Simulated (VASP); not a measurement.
# As (R-3m) in VASP: further runs, part 3 of 3

VASP 6.6.1.

**5. Single point, PBEsol (strain +0.0875 x Voigt [1, 1, 0, 0, 0, 0])**

INCAR reads:

```
ALGO = Normal ; EDIFF = 1E-6
ENCUT = 520 ; GGA = PS
ISIF = 2 ; ISMEAR = 0
LASPH = T ; LCHARG = F
LREAL = F ; LWAVE = F
NBANDS = 12 ; NELM = 100
PREC = Accurate ; SIGMA = 0.15
```

KPOINTS reads:

```
k-points
0
Gamma
  18 18 18
```

POSCAR reads:

```
As
1.0
    2.0442275350      1.1802353176      3.4857700000
   -2.0442275350      1.1802353176      3.4857700000
    0.0000000000     -2.3604706353      3.4857700000
As
2
Direct
    0.2275400000      0.2275400000      0.2275400000
    0.7724600000      0.7724600000      0.7724600000
```

Potentials or basis: VASP PAW PBE potentials, release 64 (As).

Launch:

```sh
> cat potpaw_PBE.64/As/POTCAR > POTCAR
> mpirun -np 1 vasp_std > vasp.out
```

OUTCAR:

```text
EDIFF = 1E-6
   ENCUT = 520
   GGA = PS
   ISIF = 2
   ISMEAR = 0
   LASPH = T
   LREAL = F
   NELM = 100
   PREC = Accurate

 ion  position               nearest neighbor table
   1  0.228  0.228  0.228-   2 2.68   2 2.68   2 2.68
   2  0.772  0.772  0.772-   1 2.68   1 2.68   1 2.68

  LATTYP: Found a trigonal (rhomboedric) cell.
 ALAT       =     4.2097997711
 COS(alpha) =     0.5284089190

  Lattice vectors:

 A1 = (   2.0442275350,   1.1802353176,   3.4857700000)
 A2 = (  -2.0442275350,   1.1802353176,   3.4857700000)
 A3 = (   0.0000000000,  -2.3604706353,   3.4857700000)

Analysis of symmetry for initial positions (statically):
=====================================================================
 Subroutine PRICEL returns:
 Original cell was already a primitive cell.

 Routine SETGRP: Setting up the symmetry group for a
 trigonal (rhombohedral) supercell.

 Subroutine GETGRP returns: Found 12 space group operations
 (whereof 12 operations were pure point group operations)
 out of a pool of 12 trial point group operations.

The static configuration has the point symmetry D_3d.

Analysis of symmetry for dynamics (positions and initial velocities):
=====================================================================
 Subroutine PRICEL returns:
 Original cell was already a primitive cell.

 Routine SETGRP: Setting up the symmetry group for a
 trigonal (rhombohedral) supercell.

 Subroutine GETGRP returns: Found 12 space group operations
 (whereof 12 operations were pure point group operations)
 out of a pool of 12 trial point group operations.

The dynamic configuration has the point symmetry D_3d.

 Subroutine INISYM returns: Found 12 space group operations
 (whereof 12 operations are pure point group operations),
 and found     1 'primitive' translations

----------------------------------------------------------------------------------------

                                     Primitive cell

  volume of cell :      50.4601

  direct lattice vectors                    reciprocal lattice vectors
     2.044227535  1.180235318  3.485770000     0.244591168  0.141214777  0.095626887
    -2.044227535  1.180235318  3.485770000    -0.244591168  0.141214777  0.095626887
     0.000000000 -2.360470635  3.485770000     0.000000000 -0.282429553  0.095626887

  length of vectors
     4.209799771  4.209799771  4.209799771     0.298179399  0.298179399  0.298179399

  position of ions in fractional coordinates (direct lattice)
     0.227540000  0.227540000  0.227540000
     0.772460000  0.772460000  0.772460000

  ion indices of the primitive-cell ions
   primitive index   ion index
                 1           1
                 2           2

----------------------------------------------------------------------------------------

 KPOINTS: k-points

Automatic generation of k-mesh.
 Grid dimensions read from file:
 generate k-points for:   18   18   18

 Generating k-lattice:

  Cartesian coordinates                     Fractional coordinates (reciprocal lattice)
     0.013588398  0.007845265  0.005312605     0.055555556  0.000000000  0.000000000
    -0.013588398  0.007845265  0.005312605     0.000000000  0.055555556  0.000000000
     0.000000000 -0.015690531  0.005312605     0.000000000  0.000000000  0.055555556

  Length of vectors
     0.016565522  0.016565522  0.016565522

  Shift w.r.t. Gamma in fractional coordinates (k-lattice)
     0.000000000  0.000000000  0.000000000

 Subroutine IBZKPT returns following result:
 ===========================================

 Found    580 irreducible k-points:

 Following reciprocal coordinates:
            Coordinates               Weight
  0.000000  0.000000  0.000000      1.000000
  0.055556 -0.000000  0.000000      6.000000
  0.111111 -0.000000  0.000000      6.000000
  0.166667 -0.000000  0.000000      6.000000
  0.222222 -0.000000  0.000000      6.000000
  0.277778 -0.000000  0.000000      6.000000
[... 16 lines left out ...]
 -0.277778  0.055556  0.000000     12.000000
 -0.222222  0.055556 -0.000000     12.000000
 [... further k-points ...]
   k-points           NKPTS =    580   k-points in BZ     NKDIM =    580   number of bands    NBANDS=     12
   number of dos      NEDOS =    301   number of ions     NIONS =      2
   total plane-waves  NPLWV =  32768
   dimension x,y,z NGX =    32 NGY =   32 NGZ =   32
   dimension x,y,z NGXF=    64 NGYF=   64 NGZF=   64
   ions per type =               2
   NGX,Y,Z   is equivalent  to a cutoff of  12.64, 12.64, 12.64 a.u.
   NGXF,Y,Z  is equivalent  to a cutoff of  25.27, 25.27, 25.27 a.u.
 SYSTEM =  unknown system
   PREC   = accura    normal or accurate (medium, high low for compatibility)
   ISTART =      0    job   : 0-new  1-cont  2-samecut
   ICHARG =      2    charge: 1-file 2-atom 10-const
   ISPIN  =      1    spin polarized calculation?
   LNONCOLLINEAR =      F non collinear calculations
   LSORBIT =      F    spin-orbit coupling
   LASPH  =      T    aspherical Exc in radial PAW
   ENCUT  =  520.0 eV  38.22 Ry    6.18 a.u.   7.83  7.83  7.83*2*pi/ulx,y,z
   NELM   =    100;   NELMIN=  2; NELMDL= -5     # of ELM steps
   EDIFF  = 0.1E-05   stopping-criterion for ELM
   LREAL  =      F    real-space projection
   EDIFFG = 0.1E-04   stopping-criterion for IOM
   NSW    =      0    number of steps for IOM
   IBRION =     -1    ionic relax: 0-MD 1-quasi-New 2-CG
   NFREE  =      0    steps in history (QN), initial steepest desc. (CG)
   ISIF   =      2    stress and relaxation
   ISYM   =      2    0-nonsym 1-usesym 2-fastsym
   POTIM  = 0.5000    time-step for ionic-motion
   TEBEG  =    0.0;   TEEND  =   0.0 temperature during run
   PSTRESS=    0.0 pullay stress
   NELECT =      10.0000    total number of electrons
   NUPDOWN=      -1.0000    fix difference up-down
   EMIN   =  10.00;   EMAX   =-10.00  energy-range for DOS
   EFERMI =   0.00;   METHOD = LEGACY
   ISMEAR =     0;   SIGMA  =   0.15  broadening in eV -4-tet -1-fermi 0-gaus
   EFERMI_NEDOS =   21; number of points for ismear=-14 and -15
   IALGO  =     38    algorithm
   IMIX   =      4    mixing-type and parameters
     AMIX     =   0.40;   BMIX     =  1.00
     AMIX_MAG =   1.60;   BMIX_MAG =  1.00
  volume/ion in A,a.u.               =      25.23       170.26
  Fermi-wavevector in a.u.,A,eV,Ry     =   0.954463  1.803673 12.394891  0.910999
  Thomas-Fermi vector in A             =   2.083211
   LORBIT       =      0    0 simple, 1 ext, 2 COOP (PROOUT), +10 PAW based schemes
   GGA     = PS    functional components
   LHFCALC =     F    Hartree Fock is set to
   AEXX    =    0.0000 exact exchange contribution
   IVDW    =     0    specifies the selected vdW correction
   LEPSILON=     F    determine dielectric tensor
   LRPA    =     F    only Hartree local field effects (RPA)
 non-spin polarized calculation
 Gauss-broadening in eV      SIGMA  =   0.15
  energy-cutoff  :      520.00
  volume of cell :       50.46
 maximum number of plane-waves:      1398
   NGX = 15   NGY = 15   NGZ = 15

 number of electron      10.0000000 magnetization

 Free energy of the ion-electron system (eV)
  ---------------------------------------------------
  ext. energy  EPLUGINS =         0.00000000
  ---------------------------------------------------
  free energy    TOTEN  =        -9.89032989 eV

  energy without entropy =       -9.88777179  energy(sigma->0) =       -9.88905084

 E-fermi :   3.4720     XC(G=0):  -9.4691

 val. band max:        3.4615529190   @ k =   0.3889   0.2778   0.2222
 cond. band min:       3.4776020668   @ k =  -0.4444   0.5000   0.4444
 fundamental gap:      0.0160491478
 Fermi energy:         3.4720148966

 k-point     1 :       0.0000    0.0000    0.0000
  band No.  band energies     occupation
      1      -9.9624      2.00000
      2      -2.8259      2.00000
      3       1.7350      2.00000
      4       1.7350      2.00000
      5       2.1845      2.00000
      6       5.3880      0.00000
      7       6.3679      0.00000
      8       6.3679      0.00000
      9      10.1036      0.00000
     10      10.1036      0.00000
     11      10.7594      0.00000
     12      11.5045      0.00000
[... 331 lines left out ...]
 k-point    24 :      -0.2222    0.0556   -0.0000
  band No.  band energies     occupation
      1      -9.3030      2.00000
      2      -4.4738      2.00000
      3       1.2244      2.00000
      4       2.0445      2.00000
      5       2.4709      2.00000
      6       4.7349      0.00000
      7       5.1497      0.00000
      8       6.0306      0.00000
      9       9.4395      0.00000
     10      10.6213      0.00000
     11      11.1268      0.00000
     12      13.7492      0.00000

 [... further k-points ...]
[... 5 lines left out ...]
  --------------------------------------------------------------------------------------
  -------------------------------------------------------------------------------------
  Total       -3.7305540     -3.7305540     -1.7977085      0.0000000      0.0000000      0.0000000
  in kB     -118.4502808   -118.4502808    -57.0797455      0.0000000      0.0000000      0.0000000
  external PRESSURE =     -97.9934357 kB  Pullay stress =       0.0000000 kB

 VOLUME and BASIS-vectors are now :
 -----------------------------------------------------------------------------
  energy-cutoff  :      520.00
  volume of cell :       50.46
      direct lattice vectors                 reciprocal lattice vectors
     2.044227535  1.180235318  3.485770000     0.244591168  0.141214777  0.095626887
    -2.044227535  1.180235318  3.485770000    -0.244591168  0.141214777  0.095626887
     0.000000000 -2.360470635  3.485770000     0.000000000 -0.282429553  0.095626887

 POSITION                                       TOTAL-FORCE (eV/Angst)
 -----------------------------------------------------------------------------------
      0.00000     -0.00000      2.37946         0.000000      0.000000     -0.428389
      0.00000     -0.00000      8.07785         0.000000     -0.000000      0.428389
 -----------------------------------------------------------------------------------
    total drift:                               -0.000000      0.000000     -0.000000

  FREE ENERGIE OF THE ION-ELECTRON SYSTEM (eV)
  ---------------------------------------------------
  free  energy   TOTEN  =        -9.8903298934 eV

  energy  without entropy=       -9.8877717939  energy(sigma->0) =       -9.88905084
```

OSZICAR:

```text
N       E                     dE             d eps       ncg     rms          rms(c)
DAV:   1     0.279629425848E+02    0.27963E+02   -0.40266E+03 13920   0.679E+02
DAV:   2    -0.816087236060E+01   -0.36124E+02   -0.34591E+02 18544   0.106E+02
DAV:   3    -0.989864380864E+01   -0.17378E+01   -0.17305E+01 17592   0.241E+01
DAV:   4    -0.990886845736E+01   -0.10225E-01   -0.10224E-01 15656   0.212E+00
DAV:   5    -0.990890034921E+01   -0.31892E-04   -0.31892E-04 17504   0.130E-01    0.248E+00
DAV:   6    -0.989724168409E+01    0.11659E-01   -0.45150E-03 15660   0.364E-01    0.146E+00
DAV:   7    -0.989033702916E+01    0.69047E-02   -0.92483E-03 15696   0.540E-01    0.855E-02
DAV:   8    -0.989031759887E+01    0.19430E-04   -0.51865E-04 16460   0.124E-01    0.231E-02
DAV:   9    -0.989033019961E+01   -0.12601E-04   -0.29636E-05 16980   0.333E-02    0.897E-03
DAV:  10    -0.989032989342E+01    0.30618E-06   -0.26009E-06 16180   0.816E-03
   1 F= -.98903299E+01 E0= -.98890508E+01  d E =-.255810E-02
```

Wall time 72 s (1 thread of Intel Xeon 6975P-C (Granite Rapids), shared host); peak memory 0.41 GiB.

What came out:

```
Free energy            : -9.8903 eV
Pressure               : -9.8 GPa
Largest force          : 0.428 eV/Å
Band gap on the k mesh : zero (band 5 reaches 3.48 eV, above the bottom of band 6 at 3.31 eV)
```

Forces on the atoms (eV/Å):
```
As   0.000  0.000 -0.428
As   0.000  0.000  0.428
```

Stress tensor (GPa, compression positive):
```
-11.85   0.00   0.00
  0.00 -11.85   0.00
  0.00   0.00  -5.71
```

Levels at points of the mesh, in eV from the Fermi level:
| k point | band 1 | band 2 | band 3 | band 4 | band 5 | band 6 | band 7 | band 8 | band 9 | band 10 |
| --- | --- | --- | --- | --- | --- | --- | --- | --- | --- | --- |
| (0.00, 0.00, 0.00) | -13.43 | -6.30 | -1.74 | -1.74 | -1.29 | 1.92 | 2.90 | 2.90 | 6.63 | 6.63 |
| (0.50, 0.00, 0.00) | -11.23 | -10.30 | -2.06 | -1.62 | -0.28 | -0.17 | 1.03 | 1.34 | 8.85 | 9.89 |
| (0.50, 0.50, 0.00) | -11.25 | -9.11 | -4.99 | -3.47 | -3.08 | 2.04 | 4.95 | 6.12 | 6.34 | 10.47 |
| (0.50, 0.50, 0.50) | -12.11 | -9.19 | -1.45 | -1.45 | -1.23 | 0.62 | 0.62 | 1.19 | 8.16 | 10.59 |

Caveat: the cell differs from its parent crystal (strain +0.0875 x Voigt [1, 1, 0, 0, 0, 0]); the PAW data sets were made with another functional, which shifts forces and pressure a little.

**6. Overview**

| cell | gap on the mesh (eV) | pressure (GPa) | largest force (eV/Å) |
| --- | --- | --- | --- |
| a = 4.135 Å, angles 55.5°, 2 atoms | none | -3.4 | 0.02 |
| a = 4.165 Å, angles 56.6°, 2 atoms | none | -6.5 | 0.21 |
| a = 4.195 Å, angles 57.6°, 2 atoms | none | -8.9 | 0.37 |
| a = 4.210 Å, angles 58.1°, 2 atoms | none | -9.8 | 0.43 |

Alike in all rows: task single point; level PBEsol; potentials or basis VASP PAW PBE potentials, release 64 (As); no spin polarisation; k mesh 18 × 18 × 18; cutoff (eV) 520; smearing gaussian 0.15 eV.

Caveats: the PAW data sets were made with another functional, which shifts forces and pressure a little.

Total energies depend on the potentials used, so only differences within one code and one set of settings carry meaning.
